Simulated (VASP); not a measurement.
# SnSe (I-4m2) in VASP: single point with r2SCAN

Aim: the single point of SnSe with r2SCAN.

Program: VASP 6.6.1. These are calculated values, not measurements. Logs are shortened: lines on timing, memory, paths and dates and some standing lists are left out, and cuts for length are marked.

## Step 1: The cell of the first run

The structure is tetragonal, space group I-4m2 (No. 119). The conventional cell has a = 4.757 Å, b = 4.757 Å, c = 6.457 Å, α = 90.00°, β = 90.00°, γ = 90.00°. Within 3.8 Å of Sn (site symmetry -4m2) lie 4 Se at 2.87 Å. Within 3.8 Å of Se (site symmetry -4m2) lie 4 Sn at 2.87 Å.

## Step 2: Single point, r2SCAN (uniaxial x strain -4.0%)

POSCAR

```
SnSe
1.0
    0.0000000000      3.3639842873      3.3639842873
    3.2284157205      0.0000000000      3.3639842873
    3.2284157205      3.3639842873      0.0000000000
Sn Se
1 1
Direct
    0.0000000000      0.0000000000      0.0000000000
    0.2500000000      0.2500000000      0.2500000000
```

INCAR.step1

```
ALGO = Normal
EDIFF = 1E-4
ENCUT = 520
GGA = PE
ISMEAR = -1
LASPH = True
LCHARG = False
LREAL = False
LWAVE = True
NBANDS = 17
NELM = 100
PREC = Accurate
SIGMA = 0.02
```

INCAR.step2

```
ALGO = Normal
EDIFF = 1E-6
ENCUT = 520
ISIF = 2
ISMEAR = -1
ISTART = 1
LASPH = True
LCHARG = False
LMIXTAU = True
LREAL = False
LWAVE = False
METAGGA = R2SCAN
NBANDS = 17
NELM = 100
PREC = Accurate
SIGMA = 0.02
```

KPOINTS

```
k-points
0
Gamma
  6 6 6
```

Potentials or basis: VASP PAW PBE potentials, release 64 (Sn_d, Se).

Launch:

```sh
cat potpaw_PBE.64/Sn_d/POTCAR potpaw_PBE.64/Se/POTCAR > POTCAR
cp INCAR.step1 INCAR
mpirun -np 1 vasp_std > vasp.out
cp INCAR.step2 INCAR
mpirun -np 1 vasp_std > vasp.out
```

OUTCAR:

```text
EDIFF = 1E-6
   ENCUT = 520
   ISIF = 2
   ISMEAR = -1
   ISTART = 1
   LASPH = True
   LREAL = False
   METAGGA = R2SCAN
   NELM = 100
   PREC = Accurate

 ion  position               nearest neighbor table
   1  0.000  0.000  0.000-   2 2.87   2 2.87   2 2.87   2 2.87
   2  0.250  0.250  0.250-   1 2.87   1 2.87   1 2.87   1 2.87

  LATTYP: Found a body centered tetragonal cell.
 ALAT       =     4.7573922027
 C/A-ratio  =     1.3572207558

  Lattice vectors:

 A1 = (  -3.2284157205,   0.0000000000,  -3.3639842873)
 A2 = (  -3.2284157205,   0.0000000000,   3.3639842873)
 A3 = (   3.2284157205,   3.3639842873,   0.0000000000)

Analysis of symmetry for initial positions (statically):
=====================================================================
 Subroutine PRICEL returns:
 Original cell was already a primitive cell.

 Routine SETGRP: Setting up the symmetry group for a
 body centered tetragonal supercell.

 Subroutine GETGRP returns: Found  8 space group operations
 (whereof  8 operations were pure point group operations)
 out of a pool of 16 trial point group operations.

The static configuration has the point symmetry D_2d.

Analysis of symmetry for dynamics (positions and initial velocities):
=====================================================================
 Subroutine PRICEL returns:
 Original cell was already a primitive cell.

 Routine SETGRP: Setting up the symmetry group for a
 body centered tetragonal supercell.

 Subroutine GETGRP returns: Found  8 space group operations
 (whereof  8 operations were pure point group operations)
 out of a pool of 16 trial point group operations.

The dynamic configuration has the point symmetry D_2d.

 Subroutine INISYM returns: Found  8 space group operations
 (whereof  8 operations are pure point group operations),
 and found     1 'primitive' translations

----------------------------------------------------------------------------------------

                                     Primitive cell

  volume of cell :      73.0680

  direct lattice vectors                    reciprocal lattice vectors
     0.000000000  3.363984287  3.363984287    -0.154874726  0.148633275  0.148633275
     3.228415721  0.000000000  3.363984287     0.154874726 -0.148633275  0.148633275
     3.228415721  3.363984287  0.000000000     0.154874726  0.148633275 -0.148633275

  length of vectors
     4.757392203  4.662516311  4.662516311     0.261093626  0.261093626  0.261093626

  position of ions in fractional coordinates (direct lattice)
     0.000000000  0.000000000  0.000000000
     0.250000000  0.250000000  0.250000000

  ion indices of the primitive-cell ions
   primitive index   ion index
                 1           1
                 2           2

----------------------------------------------------------------------------------------

 KPOINTS: k-points

Automatic generation of k-mesh.
 Grid dimensions read from file:
 generate k-points for:    6    6    6

 Generating k-lattice:

  Cartesian coordinates                     Fractional coordinates (reciprocal lattice)
    -0.025812454  0.024772212  0.024772212     0.166666667  0.000000000  0.000000000
     0.025812454 -0.024772212  0.024772212     0.000000000  0.166666667  0.000000000
     0.025812454  0.024772212 -0.024772212     0.000000000  0.000000000  0.166666667

  Length of vectors
     0.043515604  0.043515604  0.043515604

  Shift w.r.t. Gamma in fractional coordinates (k-lattice)
     0.000000000  0.000000000  0.000000000

 Subroutine IBZKPT returns following result:
 ===========================================

 Found     30 irreducible k-points:

 Following reciprocal coordinates:
            Coordinates               Weight
  0.000000  0.000000  0.000000      1.000000
  0.166667  0.000000  0.000000      8.000000
  0.333333 -0.000000 -0.000000      8.000000
  0.500000  0.000000  0.000000      4.000000
  0.166667  0.166667  0.000000      4.000000
  0.333333  0.166667 -0.000000     16.000000
[... 16 lines left out ...]
 -0.333333  0.500000  0.166667      4.000000
  0.333333 -0.333333  0.166667      8.000000
 [... further k-points ...]
   k-points           NKPTS =     30   k-points in BZ     NKDIM =     30   number of bands    NBANDS=     17
   number of dos      NEDOS =    301   number of ions     NIONS =      2
   total plane-waves  NPLWV =  46656
   dimension x,y,z NGX =    36 NGY =   36 NGZ =   36
   dimension x,y,z NGXF=    72 NGYF=   72 NGZF=   72
   ions per type =               1   1
   NGX,Y,Z   is equivalent  to a cutoff of  12.58, 12.84, 12.84 a.u.
   NGXF,Y,Z  is equivalent  to a cutoff of  25.16, 25.67, 25.67 a.u.
 SYSTEM =  unknown system
   PREC   = accura    normal or accurate (medium, high low for compatibility)
   ISTART =      1    job   : 0-new  1-cont  2-samecut
   ICHARG =      0    charge: 1-file 2-atom 10-const
   ISPIN  =      1    spin polarized calculation?
   LNONCOLLINEAR =      F non collinear calculations
   LSORBIT =      F    spin-orbit coupling
   LASPH  =      T    aspherical Exc in radial PAW
   ENCUT  =  520.0 eV  38.22 Ry    6.18 a.u.   8.85  8.67  8.67*2*pi/ulx,y,z
   NELM   =    100;   NELMIN=  2; NELMDL=  0     # of ELM steps
   EDIFF  = 0.1E-05   stopping-criterion for ELM
   LREAL  =      F    real-space projection
   EDIFFG = 0.1E-04   stopping-criterion for IOM
   NSW    =      0    number of steps for IOM
   IBRION =     -1    ionic relax: 0-MD 1-quasi-New 2-CG
   NFREE  =      0    steps in history (QN), initial steepest desc. (CG)
   ISIF   =      2    stress and relaxation
   ISYM   =      2    0-nonsym 1-usesym 2-fastsym
   POTIM  = 0.5000    time-step for ionic-motion
   TEBEG  =    0.0;   TEEND  =   0.0 temperature during run
   PSTRESS=    0.0 pullay stress
   NELECT =      20.0000    total number of electrons
   NUPDOWN=      -1.0000    fix difference up-down
   EMIN   =  10.00;   EMAX   =-10.00  energy-range for DOS
   EFERMI =   0.00;   METHOD = LEGACY
   ISMEAR =    -1;   SIGMA  =   0.02  broadening in eV -4-tet -1-fermi 0-gaus
   EFERMI_NEDOS =   21; number of points for ismear=-14 and -15
   IALGO  =     38    algorithm
   IMIX   =      4    mixing-type and parameters
     AMIX     =   0.40;   BMIX     =  1.00
     AMIX_MAG =   1.60;   BMIX_MAG =  1.00
  volume/ion in A,a.u.               =      36.53       246.54
  Fermi-wavevector in a.u.,A,eV,Ry     =   1.062941  2.008667 15.372447  1.129843
  Thomas-Fermi vector in A             =   2.198409
   LORBIT       =      0    0 simple, 1 ext, 2 COOP (PROOUT), +10 PAW based schemes
   METAGGA = R2SCAN    functional components
   LHFCALC =     F    Hartree Fock is set to
   AEXX    =    0.0000 exact exchange contribution
   IVDW    =     0    specifies the selected vdW correction
   LEPSILON=     F    determine dielectric tensor
   LRPA    =     F    only Hartree local field effects (RPA)
 non-spin polarized calculation
  energy-cutoff  :      520.00
  volume of cell :       73.07
 maximum number of plane-waves:      1992
   NGX = 17   NGY = 17   NGZ = 17

 number of electron      20.0000001 magnetization

 Free energy of the ion-electron system (eV)
  ---------------------------------------------------
  ext. energy  EPLUGINS =         0.00000000
  ---------------------------------------------------
  free energy    TOTEN  =       -39.27768362 eV

  energy without entropy =      -39.27694822  energy(sigma->0) =      -39.27731592

 E-fermi :   3.2603     XC(G=0):  -8.5622

 val. band max:        3.2486280222   @ k =   0.5000  -0.3333   0.1667
 cond. band min:       3.2837919170   @ k =   0.5000   0.5000   0.0000
 fundamental gap:      0.0351638948
 Fermi energy:         3.2603413216

 k-point     1 :       0.0000    0.0000    0.0000
  band No.  band energies     occupation
      1     -19.2677      2.00000
      2     -19.2677      2.00000
      3     -19.2660      2.00000
      4     -19.2453      2.00000
      5     -19.2451      2.00000
      6     -10.8996      2.00000
[... 9 lines left out ...]
     16      11.3388      0.00000
     17      12.0240      0.00000

 k-point     2 :       0.1667    0.0000    0.0000
  band No.  band energies     occupation
      1     -19.2686      2.00000
      2     -19.2665      2.00000
      3     -19.2654      2.00000
      4     -19.2453      2.00000
      5     -19.2449      2.00000
      6     -10.7795      2.00000
[... 9 lines left out ...]
     16      10.5195      0.00000
     17      11.6120      0.00000

 k-point     3 :       0.3333   -0.0000   -0.0000
  band No.  band energies     occupation
      1     -19.2712      2.00000
      2     -19.2645      2.00000
      3     -19.2637      2.00000
      4     -19.2452      2.00000
      5     -19.2442      2.00000
      6     -10.5099      2.00000
[... 9 lines left out ...]
     16      10.6230      0.00000
     17      12.0866      0.00000

 k-point     4 :       0.5000    0.0000    0.0000
  band No.  band energies     occupation
      1     -19.2725      2.00000
      2     -19.2636      2.00000
      3     -19.2628      2.00000
      4     -19.2450      2.00000
      5     -19.2437      2.00000
      6     -10.3561      2.00000
[... 9 lines left out ...]
     16      11.5930      0.00000
     17      11.6457      0.00000

 k-point     5 :       0.1667    0.1667    0.0000
  band No.  band energies     occupation
      1     -19.2707      2.00000
      2     -19.2653      2.00000
      3     -19.2642      2.00000
      4     -19.2457      2.00000
      5     -19.2445      2.00000
      6     -10.7417      2.00000
[... 9 lines left out ...]
     16      11.4927      0.00000
     17      12.7358      0.00000

 k-point     6 :       0.3333    0.1667   -0.0000
  band No.  band energies     occupation
      1     -19.2729      2.00000
      2     -19.2634      2.00000
      3     -19.2626      2.00000
      4     -19.2458      2.00000
      5     -19.2440      2.00000
      6     -10.5195      2.00000
[... 9 lines left out ...]
     16      11.5733      0.00000
     17      12.7745      0.00000

 k-point     7 :       0.5000    0.1667    0.0000
  band No.  band energies     occupation
      1     -19.2736      2.00000
      2     -19.2628      2.00000
      3     -19.2617      2.00000
      4     -19.2453      2.00000
      5     -19.2439      2.00000
      6     -10.3131      2.00000
[... 9 lines left out ...]
     16      11.6798      0.00000
     17      11.9867      0.00000

 k-point     8 :      -0.3333    0.1667   -0.0000
  band No.  band energies     occupation
      1     -19.2727      2.00000
      2     -19.2631      2.00000
      3     -19.2625      2.00000
      4     -19.2453      2.00000
      5     -19.2440      2.00000
      6     -10.3622      2.00000
[... 9 lines left out ...]
     16      11.1936      0.00000
     17      12.3769      0.00000
[... 203 lines left out ...]
      1     -19.2747      2.00000
      2     -19.2623      2.00000
      3     -19.2605      2.00000
      4     -19.2460      2.00000
      5     -19.2437      2.00000
      6     -10.3203      2.00000
[... 9 lines left out ...]
     16      11.9053      0.00000
     17      13.4127      0.00000

 k-point    20 :      -0.3333    0.3333    0.1667
  band No.  band energies     occupation
      1     -19.2750      2.00000
      2     -19.2624      2.00000
      3     -19.2596      2.00000
      4     -19.2463      2.00000
      5     -19.2434      2.00000
      6     -10.2035      2.00000
[... 9 lines left out ...]
     16      11.8617      0.00000
     17      13.1927      0.00000

 k-point    21 :      -0.1667    0.3333    0.1667
  band No.  band energies     occupation
      1     -19.2745      2.00000
      2     -19.2623      2.00000
      3     -19.2607      2.00000
      4     -19.2467      2.00000
      5     -19.2430      2.00000
      6     -10.3057      2.00000
[... 9 lines left out ...]
     16      12.1030      0.00000
     17      13.3016      0.00000

 k-point    22 :       0.3333    0.5000    0.1667
  band No.  band energies     occupation
      1     -19.2746      2.00000
      2     -19.2621      2.00000
      3     -19.2609      2.00000
      4     -19.2458      2.00000
      5     -19.2439      2.00000
      6     -10.3227      2.00000
[... 9 lines left out ...]
     16      12.1368      0.00000
     17      13.2435      0.00000

 k-point    23 :      -0.3333    0.5000    0.1667
  band No.  band energies     occupation
      1     -19.2770      2.00000
      2     -19.2612      2.00000
      3     -19.2581      2.00000
      4     -19.2467      2.00000
      5     -19.2432      2.00000
      6     -10.1584      2.00000
[... 9 lines left out ...]
     16      12.6700      0.00000
     17      13.0013      0.00000

 k-point    24 :       0.3333   -0.3333    0.1667
  band No.  band energies     occupation
      1     -19.2748      2.00000
      2     -19.2622      2.00000
      3     -19.2600      2.00000
      4     -19.2451      2.00000
      5     -19.2445      2.00000
      6     -10.2150      2.00000
[... 9 lines left out ...]
     16      11.6477      0.00000
     17      12.9412      0.00000

 [... further k-points ...]

------------------------ aborting loop because EDIFF is reached ----------------------------------------

  FORCE on cell =-STRESS in cart. coord.  units (eV):
  Direction    XX          YY          ZZ          XY          YZ          ZX
  --------------------------------------------------------------------------------------
  -------------------------------------------------------------------------------------
  Total        0.5046778      0.6692053      0.6692053     -0.0000000      0.0000000     -0.0000000
  in kB       11.0661710     14.6737991     14.6737991     -0.0000000      0.0000000     -0.0000000
  external PRESSURE =      13.4712564 kB  Pullay stress =       0.0000000 kB

 VOLUME and BASIS-vectors are now :
 -----------------------------------------------------------------------------
  energy-cutoff  :      520.00
  volume of cell :       73.07
      direct lattice vectors                 reciprocal lattice vectors
     0.000000000  3.363984287  3.363984287    -0.154874726  0.148633275  0.148633275
     3.228415721  0.000000000  3.363984287     0.154874726 -0.148633275  0.148633275
     3.228415721  3.363984287  0.000000000     0.154874726  0.148633275 -0.148633275

 POSITION                                       TOTAL-FORCE (eV/Angst)
 -----------------------------------------------------------------------------------
      0.00000      0.00000      0.00000        -0.000000     -0.000000     -0.000000
      1.61421      1.68199      1.68199         0.000000      0.000000      0.000000
 -----------------------------------------------------------------------------------
    total drift:                                0.000001      0.000003      0.000003

  FREE ENERGIE OF THE ION-ELECTRON SYSTEM (eV)
  ---------------------------------------------------
  free  energy   TOTEN  =       -39.2776836237 eV

  energy  without entropy=      -39.2769482163  energy(sigma->0) =      -39.27731592
```

It took 4.2 min on 1 thread of Intel Xeon 6975P-C, shared host; peak memory 0.23 GiB.

What came out:

```yaml
Free_energy: -39.2777 eV
Pressure: 1.3 GPa
Band_gap_on_the_k_mesh: zero (band 10 reaches 3.25 eV, above the bottom of band 11 at 3.17 eV)
```

Caveat: the cell differs from its parent crystal (uniaxial x strain -4.0%); the PAW data sets were made with another functional, which shifts forces and pressure a little; spin-orbit coupling is left out, which moves the levels of the heavy elements.
